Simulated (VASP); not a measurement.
# Sr (I4/mmm) in VASP: notebook, part 2 of 2

VASP 6.6.1. The steps go on from the part before.

### 3 Single point, PBEsol (strain +0.080 along x and y, -0.080 along z)

File INCAR:

```
SYSTEM = Sr
  PREC = Accurate
  ENCUT = 520
  EDIFF = 1E-6
  ISMEAR = 0
  SIGMA = 0.03
  LREAL = .False.
  LASPH = .True.
  NELM = 100
  ALGO = Normal
  ISIF = 2
  LWAVE = .False.
  LCHARG = .False.
  GGA = PS
  NBANDS = 11
```

File KPOINTS:

```
Automatic mesh
0
Gamma
  10 10 10
  0 0 0
```

File POSCAR:

```
Sr
1.0
    0.0000000000      3.2857380000      2.7989620000
    3.2857380000      0.0000000000      2.7989620000
    3.2857380000      3.2857380000      0.0000000000
Sr
1
Direct
    0.0000000000      0.0000000000      0.0000000000
```

Potentials or basis: VASP PAW PBE potentials, release 64 (Sr_sv).

On the command line:

```sh
$ cat potpaw_PBE.64/Sr_sv/POTCAR > POTCAR
$ mpirun -np 1 vasp_std > vasp.out
```

OUTCAR:

```text
SYSTEM = Sr
   PREC = Accurate
   ENCUT = 520
   EDIFF = 1E-6
   ISMEAR = 0
   LREAL = .False.
   LASPH = .True.
   NELM = 100
   ISIF = 2
   GGA = PS

 ion  position               nearest neighbor table
   1  0.000  0.000  0.000-

  LATTYP: Found a body centered tetragonal cell.
 ALAT       =     4.6467352420
 C/A-ratio  =     1.2047004420

  Lattice vectors:

 A1 = (   0.0000000000,  -3.2857380000,  -2.7989620000)
 A2 = (   0.0000000000,   3.2857380000,  -2.7989620000)
 A3 = (   3.2857380000,   0.0000000000,   2.7989620000)

Analysis of symmetry for initial positions (statically):
=====================================================================
 Subroutine PRICEL returns:
 Original cell was already a primitive cell.

 Routine SETGRP: Setting up the symmetry group for a
 body centered tetragonal supercell.

 Subroutine GETGRP returns: Found 16 space group operations
 (whereof 16 operations were pure point group operations)
 out of a pool of 16 trial point group operations.

The static configuration has the point symmetry D_4h.

Analysis of symmetry for dynamics (positions and initial velocities):
=====================================================================
 Subroutine PRICEL returns:
 Original cell was already a primitive cell.

 Routine SETGRP: Setting up the symmetry group for a
 body centered tetragonal supercell.

 Subroutine GETGRP returns: Found 16 space group operations
 (whereof 16 operations were pure point group operations)
 out of a pool of 16 trial point group operations.

The dynamic configuration has the point symmetry D_4h.

 Subroutine INISYM returns: Found 16 space group operations
 (whereof 16 operations are pure point group operations),
 and found     1 'primitive' translations

----------------------------------------------------------------------------------------

                                     Primitive cell

  volume of cell :      60.4356
[... 112 lines left out ...]
   GGA     = PS    functional components
   LHFCALC =     F    Hartree Fock is set to
   AEXX    =    0.0000 exact exchange contribution
   IVDW    =     0    specifies the selected vdW correction
   LEPSILON=     F    determine dielectric tensor
   LRPA    =     F    only Hartree local field effects (RPA)
 non-spin polarized calculation
 Gauss-broadening in eV      SIGMA  =   0.03
  energy-cutoff  :      520.00
  volume of cell :       60.44
 maximum number of plane-waves:      1656
   NGX = 15   NGY = 15   NGZ = 17

 number of electron      10.0000000 magnetization

 Free energy of the ion-electron system (eV)
  ---------------------------------------------------
  ext. energy  EPLUGINS =         0.00000000
  ---------------------------------------------------
  free energy    TOTEN  =        -1.78983322 eV

  energy without entropy =       -1.78897077  energy(sigma->0) =       -1.78940200

 E-fermi :   1.2122     XC(G=0):  -7.1457

 val. band max:        1.2075824173   @ k =  -0.4000   0.1000   0.2000
 cond. band min:       1.2281408392   @ k =  -0.4000   0.2000   0.1000
 fundamental gap:      0.0205584219
 Fermi energy:         1.2121996125

 k-point     1 :       0.0000    0.0000    0.0000
  band No.  band energies     occupation
      1     -35.5457      2.00000
      2     -17.4608      2.00000
      3     -17.4608      2.00000
      4     -17.4516      2.00000
      5      -2.3166      2.00000
      6       3.2796      0.00000
      7       3.2796      0.00000
      8       3.9703      0.00000
      9       4.1257      0.00000
     10       5.0568      0.00000
     11       8.2152      0.00000
[... 309 lines left out ...]
 k-point    24 :       0.4000    0.3000    0.0000
  band No.  band energies     occupation
      1     -35.5333      2.00000
      2     -17.5642      2.00000
      3     -17.5217      2.00000
      4     -17.5183      2.00000
      5       0.2062      2.00000
      6       1.7074      0.00000
      7       2.9767      0.00000
      8       3.9706      0.00000
      9       4.3570      0.00000
     10       5.4858      0.00000
     11       7.0577      0.00000

 [... further k-points ...]

------------------------ aborting loop because EDIFF is reached ----------------------------------------

  FORCE on cell =-STRESS in cart. coord.  units (eV):
  Direction    XX          YY          ZZ          XY          YZ          ZX
  --------------------------------------------------------------------------------------
  -------------------------------------------------------------------------------------
  Total       -0.5981704     -0.5981704     -0.5045935      0.0000000      0.0000000     -0.0000000
  in kB      -15.8577903    -15.8577903    -13.3770204      0.0000000      0.0000000     -0.0000000
  external PRESSURE =     -15.0308670 kB  Pullay stress =       0.0000000 kB

 VOLUME and BASIS-vectors are now :
 -----------------------------------------------------------------------------
  energy-cutoff  :      520.00
  volume of cell :       60.44
      direct lattice vectors                 reciprocal lattice vectors
     0.000000000  3.285738000  2.798962000    -0.152172815  0.152172815  0.178637652
     3.285738000  0.000000000  2.798962000     0.152172815 -0.152172815  0.178637652
     3.285738000  3.285738000  0.000000000     0.152172815  0.152172815 -0.178637652

 POSITION                                       TOTAL-FORCE (eV/Angst)
 -----------------------------------------------------------------------------------
      0.00000      0.00000      0.00000        -0.000000     -0.000000      0.000000
 -----------------------------------------------------------------------------------
    total drift:                                0.000000      0.000000      0.000000

  FREE ENERGIE OF THE ION-ELECTRON SYSTEM (eV)
  ---------------------------------------------------
  free  energy   TOTEN  =        -1.7898332230 eV

  energy  without entropy=       -1.7889707677  energy(sigma->0) =       -1.78940200
```

OSZICAR:

```text
N       E                     dE             d eps       ncg     rms          rms(c)
DAV:   1     0.360501323212E+02    0.36050E+02   -0.46747E+03  2244   0.772E+02
DAV:   2    -0.454592875960E-01   -0.36096E+02   -0.35526E+02  2637   0.150E+02
DAV:   3    -0.170545222870E+01   -0.16600E+01   -0.16438E+01  3396   0.239E+01
DAV:   4    -0.178816987762E+01   -0.82718E-01   -0.82458E-01  2970   0.451E+00
DAV:   5    -0.178935547972E+01   -0.11856E-02   -0.11854E-02  3216   0.495E-01    0.108E+01
DAV:   6    -0.178961114742E+01   -0.25567E-03   -0.65366E-03  2753   0.915E-01    0.603E+00
DAV:   7    -0.178979278757E+01   -0.18164E-03   -0.11807E-02  2597   0.119E+00    0.267E-01
DAV:   8    -0.178980350016E+01   -0.10713E-04   -0.12936E-03  3517   0.213E-01    0.539E-02
DAV:   9    -0.178982378961E+01   -0.20289E-04   -0.19511E-05  2729   0.325E-02    0.277E-02
DAV:  10    -0.178983355304E+01   -0.97634E-05   -0.37412E-06  2771   0.182E-02    0.337E-03
DAV:  11    -0.178983322301E+01    0.33003E-06   -0.27650E-07  1620   0.416E-03
   1 F= -.17898332E+01 E0= -.17894020E+01  d E =-.862455E-03
```

Wall time 44 s (1 thread of Intel Xeon 8259CL, shared host); peak memory 0.22 GiB.

Results:

```yaml
Free_energy: -1.7898 eV
Pressure: -1.5 GPa
Band_gap_on_the_k_mesh: zero (bands 5 and 6 overlap by 0.13 eV)
```

Caveat: the cell differs from its parent crystal (strain +0.080 along x and y, -0.080 along z); the PAW data sets were made with another functional, which shifts forces and pressure a little.

The gap in the log of VASP goes by the Fermi energy; the results here count the filled bands.